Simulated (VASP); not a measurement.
# RhN (P-6m2) in VASP: a series of runs

The runs below take RhN through single point, with PBEsol+U.

Everything below comes from runs of VASP 6.6.1. Logs are shortened: lines on timing, memory, paths and dates and some standing lists are left out, and cuts for length are marked.

### 1 The cell of the first run

Symmetry: P-6m2, No. 187, hexagonal system. The conventional cell has a = 2.963 Å, b = 2.963 Å, c = 2.892 Å, α = 90.00°, β = 90.00°, γ = 120.00°. Rh (site symmetry -6m2) has 6 N at 2.24 Å and 8 Rh at 2.89 to 2.96 Å within 3.0 Å. N (site symmetry -6m2) has 6 Rh at 2.24 Å and 8 N at 2.89 to 2.96 Å within 3.0 Å.

### 2 Single point, PBEsol+U, collinear spin, zero start

INCAR reads:

```
SYSTEM = RhN
  ALGO = Normal
  EDIFF = 1E-6
  ENCUT = 520
  GGA = PS
  ISIF = 2
  ISMEAR = 0
  ISPIN = 2
  LASPH = .TRUE.
  LCHARG = .FALSE.
  LDAU = .TRUE.
  LDAUJ = 0 0
  LDAUL = 2 -1
  LDAUPRINT = 1
  LDAUTYPE = 2
  LDAUU = 5 0
  LMAXMIX = 4
  LORBIT = 11
  LREAL = .FALSE.
  LWAVE = .FALSE.
  MAGMOM = 0 0
  NBANDS = 21
  NELM = 150
  PREC = Accurate
  SIGMA = 0.05
```

KPOINTS reads:

```
k-points
0
G
  7 7 7
  0 0 0
```

POSCAR reads:

```
RhN
1.0
    2.9628278700      0.0000000000      0.0000000000
   -1.4814139400      2.5658842000      0.0000000000
    0.0000000000      0.0000000000      2.8915732100
Rh N
1 1
Direct
    0.0000000000      0.0000000000      0.0000000000
    0.6666666667      0.3333333333      0.5000000000
```

Potentials or basis: VASP PAW PBE potentials, release 64 (Rh_pv, N).

Command:

```sh
> cat potpaw_PBE.64/Rh_pv/POTCAR potpaw_PBE.64/N/POTCAR > POTCAR
> mpirun -np 1 vasp_std > vasp.out
```

OUTCAR:

```text
SYSTEM = RhN
   EDIFF = 1E-6
   ENCUT = 520
   GGA = PS
   ISIF = 2
   ISMEAR = 0
   ISPIN = 2
   LASPH = .TRUE.
   LORBIT = 11
   LREAL = .FALSE.
   NELM = 150
   PREC = Accurate

 ion  position               nearest neighbor table
   1  0.000  0.000  0.000-   2 2.24   2 2.24   2 2.24   2 2.24   2 2.24   2 2.24
   2  0.667  0.333  0.500-   1 2.24   1 2.24   1 2.24   1 2.24   1 2.24   1 2.24

  LATTYP: Found a hexagonal cell.
 ALAT       =     2.9628278700
 C/A-ratio  =     0.9759504557

  Lattice vectors:

 A1 = (   2.9628278700,   0.0000000000,   0.0000000000)
 A2 = (  -1.4814139400,   2.5658842000,   0.0000000000)
 A3 = (   0.0000000000,   0.0000000000,   2.8915732100)

Analysis of symmetry for initial positions (statically):
=====================================================================
 Subroutine PRICEL returns:
 Original cell was already a primitive cell.

 Routine SETGRP: Setting up the symmetry group for a
 hexagonal supercell.

 Subroutine GETGRP returns: Found 12 space group operations
 (whereof 12 operations were pure point group operations)
 out of a pool of 24 trial point group operations.

The static configuration has the point symmetry D_3h.

Analysis of symmetry for dynamics (positions and initial velocities):
=====================================================================
 Subroutine PRICEL returns:
 Original cell was already a primitive cell.

 Routine SETGRP: Setting up the symmetry group for a
 hexagonal supercell.

 Subroutine GETGRP returns: Found 12 space group operations
 (whereof 12 operations were pure point group operations)
 out of a pool of 24 trial point group operations.

The dynamic configuration has the point symmetry D_3h.

Analysis of structural, dynamic, and magnetic symmetry:
=====================================================================
 Subroutine PRICEL returns:
 Original cell was already a primitive cell.

 Routine SETGRP: Setting up the symmetry group for a
 hexagonal supercell.

 Subroutine GETGRP returns: Found 12 space group operations
 (whereof 12 operations were pure point group operations)
 out of a pool of 24 trial point group operations.

The overall configuration has the point symmetry D_3h.

 Subroutine INISYM returns: Found 12 space group operations
 (whereof 12 operations are pure point group operations),
 and found     1 'primitive' translations

----------------------------------------------------------------------------------------

                                     Primitive cell

  volume of cell :      21.9825

  direct lattice vectors                    reciprocal lattice vectors
     2.962827870  0.000000000  0.000000000     0.337515389  0.194864601  0.000000000
    -1.481413940  2.565884200  0.000000000     0.000000000  0.389729201  0.000000000
     0.000000000  0.000000000  2.891573210     0.000000000  0.000000000  0.345832503

  length of vectors
     2.962827870  2.962827870  2.891573210     0.389729201  0.389729201  0.345832503

  position of ions in fractional coordinates (direct lattice)
     0.000000000  0.000000000  0.000000000
     0.666666667  0.333333333  0.500000000

  ion indices of the primitive-cell ions
   primitive index   ion index
                 1           1
                 2           2

----------------------------------------------------------------------------------------

 KPOINTS: k-points

Automatic generation of k-mesh.
 Grid dimensions read from file:
 generate k-points for:    7    7    7

 Generating k-lattice:

  Cartesian coordinates                     Fractional coordinates (reciprocal lattice)
     0.048216484  0.027837800  0.000000000     0.142857143  0.000000000  0.000000000
     0.000000000  0.055675600  0.000000000     0.000000000  0.142857143  0.000000000
     0.000000000  0.000000000  0.049404643     0.000000000  0.000000000  0.142857143

  Length of vectors
     0.055675600  0.055675600  0.049404643

  Shift w.r.t. Gamma in fractional coordinates (k-lattice)
     0.000000000  0.000000000  0.000000000

 Subroutine IBZKPT returns following result:
 ===========================================

 Found     32 irreducible k-points:

 Following reciprocal coordinates:
            Coordinates               Weight
  0.000000  0.000000  0.000000      1.000000
  0.142857 -0.000000  0.000000      6.000000
  0.285714 -0.000000  0.000000      6.000000
  0.428571 -0.000000  0.000000      6.000000
  0.142857  0.142857  0.000000      6.000000
  0.285714  0.142857  0.000000     12.000000
[... 16 lines left out ...]
  0.428571  0.142857  0.285714     12.000000
  0.285714  0.285714  0.285714     12.000000
 [... further k-points ...]
   k-points           NKPTS =     32   k-points in BZ     NKDIM =     32   number of bands    NBANDS=     21
   number of dos      NEDOS =    301   number of ions     NIONS =      2
   total plane-waves  NPLWV =  13824
   dimension x,y,z NGX =    24 NGY =   24 NGZ =   24
   dimension x,y,z NGXF=    48 NGYF=   48 NGZF=   48
   ions per type =               1   1
   NGX,Y,Z   is equivalent  to a cutoff of  13.47, 13.47, 13.80 a.u.
   NGXF,Y,Z  is equivalent  to a cutoff of  26.93, 26.93, 27.60 a.u.
 SYSTEM =  RhN
   PREC   = accura    normal or accurate (medium, high low for compatibility)
   ISTART =      0    job   : 0-new  1-cont  2-samecut
   ICHARG =      2    charge: 1-file 2-atom 10-const
   ISPIN  =      2    spin polarized calculation?
   LNONCOLLINEAR =      F non collinear calculations
   LSORBIT =      F    spin-orbit coupling
   LASPH  =      T    aspherical Exc in radial PAW
   ENCUT  =  520.0 eV  38.22 Ry    6.18 a.u.   5.51  5.51  5.38*2*pi/ulx,y,z
   NELM   =    150;   NELMIN=  2; NELMDL= -5     # of ELM steps
   EDIFF  = 0.1E-05   stopping-criterion for ELM
   LREAL  =      F    real-space projection
   EDIFFG = 0.1E-04   stopping-criterion for IOM
   NSW    =      0    number of steps for IOM
   IBRION =     -1    ionic relax: 0-MD 1-quasi-New 2-CG
   NFREE  =      0    steps in history (QN), initial steepest desc. (CG)
   ISIF   =      2    stress and relaxation
   ISYM   =      2    0-nonsym 1-usesym 2-fastsym
   POTIM  = 0.5000    time-step for ionic-motion
   TEBEG  =    0.0;   TEEND  =   0.0 temperature during run
   PSTRESS=    0.0 pullay stress
   NELECT =      20.0000    total number of electrons
   NUPDOWN=      -1.0000    fix difference up-down
   EMIN   =  10.00;   EMAX   =-10.00  energy-range for DOS
   EFERMI =   0.00;   METHOD = LEGACY
   ISMEAR =     0;   SIGMA  =   0.05  broadening in eV -4-tet -1-fermi 0-gaus
   EFERMI_NEDOS =   21; number of points for ismear=-14 and -15
   IALGO  =     38    algorithm
   IMIX   =      4    mixing-type and parameters
     AMIX     =   0.40;   BMIX     =  1.00
     AMIX_MAG =   1.60;   BMIX_MAG =  1.00
  volume/ion in A,a.u.               =      10.99        74.17
  Fermi-wavevector in a.u.,A,eV,Ry     =   1.586325  2.997720 34.238085  2.516428
  Thomas-Fermi vector in A             =   2.685654
   LORBIT       =     11    0 simple, 1 ext, 2 COOP (PROOUT), +10 PAW based schemes
 LDA+U is selected, type is set to LDAUTYPE =  2
   angular momentum for each species LDAUL =     2   -1
   U (eV)           for each species LDAUU =   5.0  0.0
   J (eV)           for each species LDAUJ =   0.0  0.0
   GGA     = PS    functional components
   LHFCALC =     F    Hartree Fock is set to
   AEXX    =    0.0000 exact exchange contribution
   IVDW    =     0    specifies the selected vdW correction
   LEPSILON=     F    determine dielectric tensor
   LRPA    =     F    only Hartree local field effects (RPA)
 spin polarized calculation
 Gauss-broadening in eV      SIGMA  =   0.05
  energy-cutoff  :      520.00
  volume of cell :       21.98
 maximum number of plane-waves:       617
 NGX is ok and might be reduce to    24
   NGX = 11   NGY = 11   NGZ = 11

 number of electron      19.9999996 magnetization      -0.0000153

atom =   1  type =  1  l = 2

 onsite density matrix

spin component  1

  0.8285  0.0000  0.0000 -0.0000 -0.0000
  0.0000  0.5237 -0.0000 -0.0000  0.0000
  0.0000 -0.0000  0.9247 -0.0000 -0.0000
 -0.0000 -0.0000 -0.0000  0.5237 -0.0000
 -0.0000  0.0000 -0.0000 -0.0000  0.8285

spin component  2

  0.8285  0.0000  0.0000 -0.0000 -0.0000
  0.0000  0.5237 -0.0000 -0.0000  0.0000
  0.0000 -0.0000  0.9247 -0.0000 -0.0000
 -0.0000 -0.0000 -0.0000  0.5237 -0.0000
 -0.0000  0.0000 -0.0000 -0.0000  0.8285

 occupancies and eigenvectors

  o =  0.5237  v =  0.0000  0.0000  0.0000  0.0000  0.0000  0.0000  0.8490  0.0000  0.5284  0.0000      0.0000  0.0000  0.0000  0.0000  0.0000  0.0000  0.0000  0.0000  0.0000  0.0000
  o =  0.5237  v =  0.0000  0.0000  0.0000  0.0000  0.0000 -0.0000  0.5284  0.0000 -0.8490  0.0000      0.0000  0.0000  0.0000  0.0000  0.0000  0.0000  0.0000  0.0000  0.0000  0.0000
  o =  0.5237  v =  0.0000  0.8490  0.0000  0.5284 -0.0000  0.0000  0.0000  0.0000  0.0000  0.0000      0.0000  0.0000  0.0000  0.0000  0.0000  0.0000  0.0000  0.0000  0.0000  0.0000
  o =  0.5237  v = -0.0000  0.5284  0.0000 -0.8490 -0.0000  0.0000  0.0000  0.0000  0.0000  0.0000      0.0000  0.0000  0.0000  0.0000  0.0000  0.0000  0.0000  0.0000  0.0000  0.0000
  o =  0.8285  v =  0.0000  0.0000  0.0000  0.0000  0.0000 -0.0329  0.0000 -0.0000 -0.0000 -0.9995      0.0000  0.0000  0.0000  0.0000  0.0000  0.0000  0.0000  0.0000  0.0000  0.0000
  o =  0.8285  v =  0.0000  0.0000  0.0000  0.0000  0.0000 -0.9995 -0.0000  0.0000  0.0000  0.0329      0.0000  0.0000  0.0000  0.0000  0.0000  0.0000  0.0000  0.0000  0.0000  0.0000
  o =  0.8285  v = -0.0205 -0.0000 -0.0000  0.0000 -0.9998  0.0000  0.0000  0.0000  0.0000  0.0000      0.0000  0.0000  0.0000  0.0000  0.0000  0.0000  0.0000  0.0000  0.0000  0.0000
  o =  0.8285  v = -0.9998  0.0000  0.0000 -0.0000  0.0205  0.0000  0.0000  0.0000  0.0000  0.0000      0.0000  0.0000  0.0000  0.0000  0.0000  0.0000  0.0000  0.0000  0.0000  0.0000
  o =  0.9247  v =  0.0000  0.0000  0.0000  0.0000  0.0000 -0.0000  0.0000 -1.0000  0.0000  0.0000      0.0000  0.0000  0.0000  0.0000  0.0000  0.0000  0.0000  0.0000  0.0000  0.0000
  o =  0.9247  v = -0.0000  0.0000 -1.0000  0.0000  0.0000  0.0000  0.0000  0.0000  0.0000  0.0000      0.0000  0.0000  0.0000  0.0000  0.0000  0.0000  0.0000  0.0000  0.0000  0.0000

 number of electron      19.9999996 magnetization       0.0000056

 Free energy of the ion-electron system (eV)
  ---------------------------------------------------
  ext. energy  EPLUGINS =         0.00000000
  ---------------------------------------------------
  free energy    TOTEN  =       -10.08417607 eV

  energy without entropy =      -10.08372233  energy(sigma->0) =      -10.08394920

 E-fermi :   8.7703     XC(G=0): -13.3126

 val. band max:        8.7096127746   @ k =   0.2857   0.2857   0.1429
 cond. band min:       8.8311531313   @ k =   0.4286   0.1429   0.4286
 fundamental gap:      0.1215403567
 Fermi energy:         8.7703132845

 spin component 1

 k-point     1 :       0.0000    0.0000    0.0000
  band No.  band energies     occupation
      1     -37.3016      1.00000
      2     -36.8045      1.00000
      3     -36.8045      1.00000
      4      -7.1882      1.00000
      5       3.0614      1.00000
      6       3.9576      1.00000
[... 550 lines left out ...]
      5       2.5459      1.00000
      6       3.1765      1.00000
[... 13 lines left out ...]
     20      35.5611      0.00000
     21      36.8412      0.00000

 [... further k-points ...]

 spin component 2

 k-point     1 :       0.0000    0.0000    0.0000
  band No.  band energies     occupation
      1     -37.3016      1.00000
      2     -36.8045      1.00000
      3     -36.8045      1.00000
      4      -7.1882      1.00000
      5       3.0614      1.00000
      6       3.9576      1.00000
[... 550 lines left out ...]
      5       2.5459      1.00000
      6       3.1765      1.00000
[... 13 lines left out ...]
     20      35.5611      0.00000
     21      36.8413      0.00000

 [... further k-points ...]

------------------------ aborting loop because EDIFF is reached ----------------------------------------

  FORCE on cell =-STRESS in cart. coord.  units (eV):
  Direction    XX          YY          ZZ          XY          YZ          ZX
  --------------------------------------------------------------------------------------
  -------------------------------------------------------------------------------------
  Total       -3.4479806     -3.4479806     -3.9264301      0.0000000      0.0000000      0.0000000
  in kB     -251.3030356   -251.3030352   -286.1744036      0.0000005      0.0000000      0.0000000
  external PRESSURE =    -262.9268248 kB  Pullay stress =       0.0000000 kB

 VOLUME and BASIS-vectors are now :
 -----------------------------------------------------------------------------
  energy-cutoff  :      520.00
  volume of cell :       21.98
      direct lattice vectors                 reciprocal lattice vectors
     2.962827870  0.000000000  0.000000000     0.337515389  0.194864601  0.000000000
    -1.481413940  2.565884200  0.000000000     0.000000000  0.389729201  0.000000000
     0.000000000  0.000000000  2.891573210     0.000000000  0.000000000  0.345832503

 POSITION                                       TOTAL-FORCE (eV/Angst)
 -----------------------------------------------------------------------------------
      0.00000      0.00000      0.00000        -0.000000      0.000000      0.000000
      1.48141      0.85529      1.44579         0.000000      0.000000      0.000000
 -----------------------------------------------------------------------------------
    total drift:                               -0.000000      0.000000      0.000000

  FREE ENERGIE OF THE ION-ELECTRON SYSTEM (eV)
  ---------------------------------------------------
  free  energy   TOTEN  =       -10.0841760690 eV

  energy  without entropy=      -10.0837223272  energy(sigma->0) =      -10.08394920

 total charge

# of ion       s       p       d       tot
------------------------------------------
    1        0.279   6.231   7.208  13.718
    2        1.264   2.209   0.000   3.473
--------------------------------------------------
tot          1.543   8.440   7.208  17.191

 magnetization (x)

# of ion       s       p       d       tot
------------------------------------------
    1       -0.000  -0.000   0.000   0.000
    2       -0.000   0.000   0.000  -0.000
--------------------------------------------------
tot         -0.000   0.000   0.000   0.000
```

It took 15 s on 1 thread of Intel Xeon Platinum 8559C (Emerald Rapids), shared host; peak memory 0.16 GiB.

What came out:

- Free energy: -10.0842 eV
- Pressure: -26.3 GPa
- Band gap on the k mesh: zero (filled and empty bands overlap)
- Net moment: 0.00 μB per cell
- Valence electrons inside the program's atomic spheres: Rh 13.72; N 3.47

Stress tensor (GPa, compression positive):
```
-25.13   0.00   0.00
  0.00 -25.13   0.00
  0.00   0.00 -28.62
```

Eigenvalues of the final occupation matrices:
| site | spin | trace | eigenvalues |
| --- | --- | --- | --- |
| site 1 d | 1 | 3.63 | 0.52 0.52 0.83 0.83 0.92 |
| site 1 d | 2 | 3.63 | 0.52 0.52 0.83 0.83 0.92 |

Caveat: the cell stands under tension; the PAW data sets were made with another functional, which shifts forces and pressure a little.

### 3 Single point, PBEsol+U, collinear spin, ferromagnetic start

INCAR reads:

```
ALGO = Normal
EDIFF = 1E-7
ENCUT = 520
GGA = PS
ISIF = 2
ISMEAR = 0
ISPIN = 2
LASPH = True
LCHARG = True
LDAU = True
LDAUJ = 0 0
LDAUL = 2 -1
LDAUPRINT = 1
LDAUTYPE = 2
LDAUU = 5 0
LELF = True
LMAXMIX = 4
LORBIT = 11
LREAL = False
LVHAR = True
LWAVE = False
MAGMOM = 0.6 0
NBANDS = 21
NELM = 150
PREC = Accurate
SIGMA = 0.05
```

KPOINTS reads:

```
k-points
0
Gamma
  7 7 7
```

POSCAR is that of step 2.

Potentials or basis: VASP PAW PBE potentials, release 64 (Rh_pv, N).

Command:

```sh
> cat potpaw_PBE.64/Rh_pv/POTCAR potpaw_PBE.64/N/POTCAR > POTCAR
> mpirun -np 1 vasp_std > vasp.out
```

Run time: 28 s. Hardware: 1 thread of Intel Xeon Platinum 8559C (Emerald Rapids), shared host; peak memory 0.16 GiB.

It converged, with:

```yaml
Free_energy: -10.0842 eV
Pressure: -26.3 GPa
Band_gap_on_the_k_mesh: zero (filled and empty bands overlap)
Net_moment: 0.00 μB per cell
Valence_electrons_inside_the_program's_atomic_spheres: Rh 13.72; N 3.47
```

Stress tensor (GPa, compression positive):
```
-25.16   0.00   0.00
  0.00 -25.16   0.00
  0.00   0.00 -28.65
```

Levels at points of the mesh, in eV from the Fermi level:
Spin up:
```tsv
k point	band 7	band 8	band 9	band 10	band 11	band 12	band 13	band 14
(0.00, 0.00, 0.00)	-4.81	-1.78	-0.52	-0.52	1.26	1.26	3.45	14.21
```
Spin down:
```csv
k point,band 7,band 8,band 9,band 10,band 11,band 12,band 13,band 14
"(0.00, 0.00, 0.00)",-4.81,-1.78,-0.52,-0.52,1.26,1.26,3.45,14.21
```

Eigenvalues of the final occupation matrices:
| site | spin | trace | eigenvalues |
| --- | --- | --- | --- |
| site 1 d | 1 | 3.63 | 0.52 0.52 0.83 0.83 0.92 |
| site 1 d | 2 | 3.63 | 0.52 0.52 0.83 0.83 0.92 |

Caveat: the cell stands under tension; the PAW data sets were made with another functional, which shifts forces and pressure a little. The state reached can hang on the start; a lower one may exist.

The gap in the log of VASP goes by the Fermi energy; the results here count the filled bands.